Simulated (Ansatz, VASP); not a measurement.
**Two plane-wave programs on AlAs**

```
Al As
1.0
     0.00000    2.61245    2.61245
     2.61245    0.00000    2.61245
     2.61245    2.61245    0.00000
Al As
1 1
Direct
  0.00000 0.00000 0.00000
  0.25000 0.25000 0.25000
```

Change from the starting cell: volume scaled by 0.8, PAW files.

Alike in both runs: task single point; functional LDA; k mesh 11 × 11 × 11; occupations fermi-dirac, width 0.08 eV; no spin polarisation.

```csv
,VASP,Ansatz
version,VASP 6.6.1,Ansatz 0.2.0
potentials or method,"VASP PAW LDA potentials, release 64 (Al, As)","PAW with Ansatz's default frozen-core files, scalar-relativistic"
plane-wave cutoff (eV),500,420
valence electrons in the cell,8,18
```

VASP gave:

- pressure (GPa): 27.8

Task: Estimate Ansatz's values.

Result: Pressure (GPa): 26.9.

LDA's correlation is that of Perdew and Zunger in VASP and of Perdew and Wang (1992) in Ansatz. VASP's potentials hold 8 valence electrons a cell and Ansatz's 18, so a difference there can come from the potentials and not from the codes.
